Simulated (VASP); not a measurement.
# ZrS (Fm-3m) in VASP: further runs

The runs below take ZrS through single point, with PBEsol.

Program: VASP 6.6.1. These are calculated values, not measurements. Logs are shortened: lines on timing, memory, paths and dates and some standing lists are left out, and cuts for length are marked.

## (1) The cell of the first run

It takes space group Fm-3m (No. 225, cubic). The conventional cell has a = 5.217 Å, b = 5.217 Å, c = 5.217 Å, α = 90.00°, β = 90.00°, γ = 90.00°. Zr (site symmetry m-3m) has 6 S at 2.61 Å within 3.4 Å. Within 3.4 Å of S (site symmetry m-3m) lie 6 Zr at 2.61 Å.

## (2) Single point, PBEsol (volume scaled by 1.03)

Contents of INCAR:

```
ALGO     = Normal         # electronic algorithm
EDIFF    = 1E-6           # SCF threshold, eV
ENCUT    = 520            # plane-wave cutoff, eV
GGA      = PS             # functional
ISIF     = 2              # what is computed and relaxed
ISMEAR   = 0              # smearing method
LASPH    = True           # aspherical terms in the spheres
LCHARG   = False          # write CHGCAR
LREAL    = False          # projectors in reciprocal space
LWAVE    = False          # write WAVECAR
NBANDS   = 16             # bands
NELM     = 80             # most SCF steps
PREC     = Accurate       # precision mode
SIGMA    = 0.1            # smearing width, eV
```

Contents of KPOINTS:

```
k-points
0
Gamma
  14 14 14
```

Contents of POSCAR:

```
ZrS
1.0
    0.0000000000      2.6086520169      2.6086520169
    2.6086520169      0.0000000000      2.6086520169
    2.6086520169      2.6086520169      0.0000000000
Zr S
1 1
Direct
    0.0000000000      0.0000000000      0.0000000000
    0.5000000000      0.5000000000      0.5000000000
```

Potentials or basis: VASP PAW PBE potentials, release 64 (Zr_sv, S).

Started as:

```bash
$ cat potpaw_PBE.64/Zr_sv/POTCAR potpaw_PBE.64/S/POTCAR > POTCAR
$ mpirun -np 1 vasp_std > vasp.out
```

OUTCAR:

```text
EDIFF = 1E-6
   ENCUT = 520
   GGA = PS
   ISIF = 2
   ISMEAR = 0
   LASPH = True
   LREAL = False
   NELM = 80
   PREC = Accurate

 ion  position               nearest neighbor table
   1  0.000  0.000  0.000-   2 2.61   2 2.61   2 2.61   2 2.61   2 2.61   2 2.61
   2  0.500  0.500  0.500-   1 2.61   1 2.61   1 2.61   1 2.61   1 2.61   1 2.61

  LATTYP: Found a face centered cubic cell.
 ALAT       =     5.2173040338

  Lattice vectors:

 A1 = (   0.0000000000,   2.6086520169,   2.6086520169)
 A2 = (   2.6086520169,   0.0000000000,   2.6086520169)
 A3 = (   2.6086520169,   2.6086520169,   0.0000000000)

Analysis of symmetry for initial positions (statically):
=====================================================================
 Subroutine PRICEL returns:
 Original cell was already a primitive cell.

 Routine SETGRP: Setting up the symmetry group for a
 face centered cubic supercell.

 Subroutine GETGRP returns: Found 48 space group operations
 (whereof 48 operations were pure point group operations)
 out of a pool of 48 trial point group operations.

The static configuration has the point symmetry O_h .

Analysis of symmetry for dynamics (positions and initial velocities):
=====================================================================
 Subroutine PRICEL returns:
 Original cell was already a primitive cell.

 Routine SETGRP: Setting up the symmetry group for a
 face centered cubic supercell.

 Subroutine GETGRP returns: Found 48 space group operations
 (whereof 48 operations were pure point group operations)
 out of a pool of 48 trial point group operations.

The dynamic configuration has the point symmetry O_h .

 Subroutine INISYM returns: Found 48 space group operations
 (whereof 48 operations are pure point group operations),
 and found     1 'primitive' translations

----------------------------------------------------------------------------------------

                                     Primitive cell

  volume of cell :      35.5041

  direct lattice vectors                    reciprocal lattice vectors
     0.000000000  2.608652017  2.608652017    -0.191669873  0.191669873  0.191669873
     2.608652017  0.000000000  2.608652017     0.191669873 -0.191669873  0.191669873
     2.608652017  2.608652017  0.000000000     0.191669873  0.191669873 -0.191669873

  length of vectors
     3.689191062  3.689191062  3.689191062     0.331981958  0.331981958  0.331981958

  position of ions in fractional coordinates (direct lattice)
     0.000000000  0.000000000  0.000000000
     0.500000000  0.500000000  0.500000000

  ion indices of the primitive-cell ions
   primitive index   ion index
                 1           1
                 2           2

----------------------------------------------------------------------------------------

 KPOINTS: k-points

Automatic generation of k-mesh.
 Grid dimensions read from file:
 generate k-points for:   14   14   14

 Generating k-lattice:

  Cartesian coordinates                     Fractional coordinates (reciprocal lattice)
    -0.013690705  0.013690705  0.013690705     0.071428571  0.000000000  0.000000000
     0.013690705 -0.013690705  0.013690705     0.000000000  0.071428571  0.000000000
     0.013690705  0.013690705 -0.013690705     0.000000000  0.000000000  0.071428571

  Length of vectors
     0.023712997  0.023712997  0.023712997

  Shift w.r.t. Gamma in fractional coordinates (k-lattice)
     0.000000000  0.000000000  0.000000000

 Subroutine IBZKPT returns following result:
 ===========================================

 Found    104 irreducible k-points:

 Following reciprocal coordinates:
            Coordinates               Weight
  0.000000  0.000000  0.000000      1.000000
  0.071429  0.000000  0.000000      8.000000
  0.142857  0.000000  0.000000      8.000000
  0.214286  0.000000  0.000000      8.000000
  0.285714  0.000000  0.000000      8.000000
  0.357143  0.000000  0.000000      8.000000
[... 16 lines left out ...]
  0.214286  0.142857  0.000000     24.000000
  0.285714  0.142857  0.000000     24.000000
 [... further k-points ...]
   k-points           NKPTS =    104   k-points in BZ     NKDIM =    104   number of bands    NBANDS=     16
   number of dos      NEDOS =    301   number of ions     NIONS =      2
   total plane-waves  NPLWV =  21952
   dimension x,y,z NGX =    28 NGY =   28 NGZ =   28
   dimension x,y,z NGXF=    56 NGYF=   56 NGZF=   56
   ions per type =               1   1
   NGX,Y,Z   is equivalent  to a cutoff of  12.62, 12.62, 12.62 a.u.
   NGXF,Y,Z  is equivalent  to a cutoff of  25.24, 25.24, 25.24 a.u.
 SYSTEM =  unknown system
   PREC   = accura    normal or accurate (medium, high low for compatibility)
   ISTART =      0    job   : 0-new  1-cont  2-samecut
   ICHARG =      2    charge: 1-file 2-atom 10-const
   ISPIN  =      1    spin polarized calculation?
   LNONCOLLINEAR =      F non collinear calculations
   LSORBIT =      F    spin-orbit coupling
   LASPH  =      T    aspherical Exc in radial PAW
   ENCUT  =  520.0 eV  38.22 Ry    6.18 a.u.   6.86  6.86  6.86*2*pi/ulx,y,z
   NELM   =     80;   NELMIN=  2; NELMDL= -5     # of ELM steps
   EDIFF  = 0.1E-05   stopping-criterion for ELM
   LREAL  =      F    real-space projection
   EDIFFG = 0.1E-04   stopping-criterion for IOM
   NSW    =      0    number of steps for IOM
   IBRION =     -1    ionic relax: 0-MD 1-quasi-New 2-CG
   NFREE  =      0    steps in history (QN), initial steepest desc. (CG)
   ISIF   =      2    stress and relaxation
   ISYM   =      2    0-nonsym 1-usesym 2-fastsym
   POTIM  = 0.5000    time-step for ionic-motion
   TEBEG  =    0.0;   TEEND  =   0.0 temperature during run
   PSTRESS=    0.0 pullay stress
   NELECT =      18.0000    total number of electrons
   NUPDOWN=      -1.0000    fix difference up-down
   EMIN   =  10.00;   EMAX   =-10.00  energy-range for DOS
   EFERMI =   0.00;   METHOD = LEGACY
   ISMEAR =     0;   SIGMA  =   0.10  broadening in eV -4-tet -1-fermi 0-gaus
   EFERMI_NEDOS =   21; number of points for ismear=-14 and -15
   IALGO  =     38    algorithm
   IMIX   =      4    mixing-type and parameters
     AMIX     =   0.40;   BMIX     =  1.00
     AMIX_MAG =   1.60;   BMIX_MAG =  1.00
  volume/ion in A,a.u.               =      17.75       119.80
  Fermi-wavevector in a.u.,A,eV,Ry     =   1.305388  2.466825 23.184832  1.704037
  Thomas-Fermi vector in A             =   2.436260
   LORBIT       =      0    0 simple, 1 ext, 2 COOP (PROOUT), +10 PAW based schemes
   GGA     = PS    functional components
   LHFCALC =     F    Hartree Fock is set to
   AEXX    =    0.0000 exact exchange contribution
   IVDW    =     0    specifies the selected vdW correction
   LEPSILON=     F    determine dielectric tensor
   LRPA    =     F    only Hartree local field effects (RPA)
 non-spin polarized calculation
 Gauss-broadening in eV      SIGMA  =   0.10
  energy-cutoff  :      520.00
  volume of cell :       35.50
 maximum number of plane-waves:       982
   NGX = 13   NGY = 13   NGZ = 13

 number of electron      17.9999999 magnetization

 Free energy of the ion-electron system (eV)
  ---------------------------------------------------
  ext. energy  EPLUGINS =         0.00000000
  ---------------------------------------------------
  free energy    TOTEN  =       -16.50079027 eV

  energy without entropy =      -16.49329135  energy(sigma->0) =      -16.49704081

 E-fermi :  10.8458     XC(G=0): -11.5506

 val. band max:       10.8413896262   @ k =   0.2857   0.2143   0.0714
 cond. band min:      10.8475199063   @ k =  -0.2857   0.0714   0.0000
 fundamental gap:      0.0061302801
 Fermi energy:        10.8458263240

 k-point     1 :       0.0000    0.0000    0.0000
  band No.  band energies     occupation
      1     -39.0072      2.00000
      2     -17.0044      2.00000
      3     -17.0044      2.00000
      4     -17.0044      2.00000
      5      -5.0660      2.00000
      6       7.3212      2.00000
[... 8 lines left out ...]
     15      17.9631      0.00000
     16      23.3671      0.00000

 k-point     2 :       0.0714    0.0000    0.0000
  band No.  band energies     occupation
      1     -39.0058      2.00000
      2     -17.0241      2.00000
      3     -17.0061      2.00000
      4     -17.0061      2.00000
      5      -4.9981      2.00000
      6       6.9073      2.00000
[... 8 lines left out ...]
     15      18.1893      0.00000
     16      22.8834      0.00000

 k-point     3 :       0.1429    0.0000    0.0000
  band No.  band energies     occupation
      1     -39.0018      2.00000
      2     -17.0786      2.00000
      3     -17.0107      2.00000
      4     -17.0107      2.00000
      5      -4.8032      2.00000
      6       6.0291      2.00000
[... 8 lines left out ...]
     15      18.7387      0.00000
     16      21.9602      0.00000

 k-point     4 :       0.2143    0.0000    0.0000
  band No.  band energies     occupation
      1     -38.9960      2.00000
      2     -17.1559      2.00000
      3     -17.0174      2.00000
      4     -17.0174      2.00000
      5      -4.5076      2.00000
      6       5.0568      2.00000
[... 8 lines left out ...]
     15      19.0333      0.00000
     16      21.1083      0.00000
[... 324 lines left out ...]
 k-point    22 :       0.1429    0.1429    0.0000
  band No.  band energies     occupation
      1     -39.0000      2.00000
      2     -17.0734      2.00000
      3     -17.0265      2.00000
      4     -17.0265      2.00000
      5      -4.7454      2.00000
      6       5.3636      2.00000
[... 8 lines left out ...]
     15      19.0710      0.00000
     16      21.5165      0.00000

 k-point    23 :       0.2143    0.1429    0.0000
  band No.  band energies     occupation
      1     -38.9957      2.00000
      2     -17.1218      2.00000
      3     -17.0370      2.00000
      4     -17.0332      2.00000
      5      -4.5614      2.00000
      6       4.8162      2.00000
[... 8 lines left out ...]
     15      19.5069      0.00000
     16      20.6897      0.00000

 k-point    24 :       0.2857    0.1429    0.0000
  band No.  band energies     occupation
      1     -38.9901      2.00000
      2     -17.1893      2.00000
      3     -17.0466      2.00000
      4     -17.0403      2.00000
      5      -4.3069      2.00000
      6       4.2985      2.00000
[... 8 lines left out ...]
     15      19.0930      0.00000
     16      19.9038      0.00000

 [... further k-points ...]

------------------------ aborting loop because EDIFF is reached ----------------------------------------

  FORCE on cell =-STRESS in cart. coord.  units (eV):
  Direction    XX          YY          ZZ          XY          YZ          ZX
  --------------------------------------------------------------------------------------
  -------------------------------------------------------------------------------------
  Total       -0.8648102     -0.8648102     -0.8648102      0.0000000     -0.0000000      0.0000000
  in kB      -39.0259007    -39.0259007    -39.0259007      0.0000000     -0.0000000      0.0000000
  external PRESSURE =     -39.0259007 kB  Pullay stress =       0.0000000 kB

 VOLUME and BASIS-vectors are now :
 -----------------------------------------------------------------------------
  energy-cutoff  :      520.00
  volume of cell :       35.50
      direct lattice vectors                 reciprocal lattice vectors
     0.000000000  2.608652017  2.608652017    -0.191669873  0.191669873  0.191669873
     2.608652017  0.000000000  2.608652017     0.191669873 -0.191669873  0.191669873
     2.608652017  2.608652017  0.000000000     0.191669873  0.191669873 -0.191669873

 POSITION                                       TOTAL-FORCE (eV/Angst)
 -----------------------------------------------------------------------------------
      0.00000      0.00000      0.00000         0.000000      0.000000      0.000000
      2.60865      2.60865      2.60865        -0.000000     -0.000000     -0.000000
 -----------------------------------------------------------------------------------
    total drift:                                0.000000      0.000000      0.000000

  FREE ENERGIE OF THE ION-ELECTRON SYSTEM (eV)
  ---------------------------------------------------
  free  energy   TOTEN  =       -16.5007902681 eV

  energy  without entropy=      -16.4932913511  energy(sigma->0) =      -16.49704081
```

Wall time 24 s (1 thread of Intel Xeon Platinum 8559C (Emerald Rapids), shared host); peak memory 0.19 GiB.

Results:

```yaml
Free_energy: -16.5008 eV
Pressure: -3.9 GPa
Band_gap_on_the_k_mesh: zero (band 9 reaches 12.34 eV, above the bottom of band 10 at 9.43 eV)
```

Caveat: the PAW data sets were made with another functional, which shifts forces and pressure a little.

## (3) Single point, PBEsol (volume scaled by 1.06)

Contents of INCAR:

```
SYSTEM = ZrS
ALGO = Normal
EDIFF = 1E-6
ENCUT = 520
GGA = PS
ISIF = 2
ISMEAR = 0
LASPH = .True.
LCHARG = .False.
LREAL = .False.
LWAVE = .False.
NBANDS = 16
NELM = 80
PREC = Accurate
SIGMA = 0.1
```

Contents of KPOINTS:

```
k-points
0
Gamma
  14 14 14
  0 0 0
```

Contents of POSCAR:

```
ZrS
1.0
    0.0000000000      2.6337367483      2.6337367483
    2.6337367483      0.0000000000      2.6337367483
    2.6337367483      2.6337367483      0.0000000000
Zr S
1 1
Direct
    0.0000000000      0.0000000000      0.0000000000
    0.5000000000      0.5000000000      0.5000000000
```

Potentials or basis: VASP PAW PBE potentials, release 64 (Zr_sv, S).

Started as:

```bash
$ cat potpaw_PBE.64/Zr_sv/POTCAR potpaw_PBE.64/S/POTCAR > POTCAR
$ mpirun -np 1 vasp_std > vasp.out
```

Wall time 26 s (1 thread of Intel Xeon Platinum 8559C (Emerald Rapids), shared host); peak memory 0.19 GiB.

The run converged. Its results:

```yaml
Free_energy: -16.4645 eV
Pressure: -7.4 GPa
Band_gap_on_the_k_mesh: zero (band 9 reaches 11.92 eV, above the bottom of band 10 at 9.14 eV)
```

Levels at points of the mesh, in eV from the Fermi level:
| k point | band 7 | band 8 | band 9 | band 10 | band 11 | band 12 |
| --- | --- | --- | --- | --- | --- | --- |
| (0.00, 0.00, 0.00) | -3.52 | -3.52 | -1.35 | -1.35 | -1.35 | -0.68 |
| (0.50, 0.00, 0.00) | -5.93 | -5.93 | 1.43 | 1.43 | 1.73 | 1.86 |
| (0.50, 0.50, 0.00) | -4.46 | -4.46 | -3.42 | 0.49 | 2.32 | 2.32 |

Caveat: the PAW data sets were made with another functional, which shifts forces and pressure a little.

## (4) Single point, PBEsol (volume scaled by 1.10)

Contents of INCAR:

```
PREC = Accurate ; ENCUT = 520
EDIFF = 1E-6 ; ISMEAR = 0
SIGMA = 0.1 ; LREAL = F
LASPH = T ; NELM = 80
ALGO = Normal ; ISIF = 2
LWAVE = F ; LCHARG = T
GGA = PS ; LELF = T
LVHAR = T ; NBANDS = 16
```

Contents of KPOINTS:

```
regular mesh
0
Gamma
  14 14 14
```

Contents of POSCAR:

```
ZrS
1.0
    0.0000000000      2.6664573206      2.6664573206
    2.6664573206      0.0000000000      2.6664573206
    2.6664573206      2.6664573206      0.0000000000
Zr S
1 1
Direct
    0.0000000000      0.0000000000      0.0000000000
    0.5000000000      0.5000000000      0.5000000000
```

Started as:

```bash
$ cat potpaw_PBE.64/Zr_sv/POTCAR potpaw_PBE.64/S/POTCAR > POTCAR
$ mpirun -np 1 vasp_std > vasp.out
```

Wall time 26 s (1 thread of Intel Xeon Platinum 8559C (Emerald Rapids), shared host); peak memory 0.19 GiB.

It converged, with:

* Free energy: -16.3844 eV
* Pressure: -11.2 GPa
* Band gap on the k mesh: zero (band 9 reaches 11.38 eV, above the bottom of band 10 at 8.77 eV)

Levels at points of the mesh, in eV from the Fermi level:
| k point | band 6 | band 7 | band 8 | band 9 | band 10 | band 11 | band 12 | band 13 |
| --- | --- | --- | --- | --- | --- | --- | --- | --- |
| (0.00, 0.00, 0.00) | -3.50 | -3.50 | -3.50 | -1.27 | -1.27 | -1.27 | -0.64 | -0.64 |
| (0.50, 0.00, 0.00) | -7.80 | -5.78 | -5.78 | 1.34 | 1.34 | 1.61 | 1.82 | 5.19 |
| (0.50, 0.50, 0.00) | -6.17 | -4.43 | -4.43 | -3.25 | 0.47 | 2.18 | 2.18 | 2.57 |

Caveat: the PAW data sets were made with another functional, which shifts forces and pressure a little.

## (5) Overview

| cell | gap on the mesh (eV) | pressure (GPa) |
| --- | --- | --- |
| a = 3.689 Å, angles 60.0°, 2 atoms | none | -3.9 |
| a = 3.725 Å, angles 60.0°, 2 atoms | none | -7.4 |
| a = 3.771 Å, angles 60.0°, 2 atoms | none | -11.2 |

Alike in all rows: task single point; level PBEsol; potentials or basis VASP PAW PBE potentials, release 64 (Zr_sv, S); no spin polarisation; k mesh 14 × 14 × 14; cutoff (eV) 520; smearing gaussian 0.1 eV.

Caveats: the PAW data sets were made with another functional, which shifts forces and pressure a little.

Absolute energies hang on the potentials; compare differences alone.
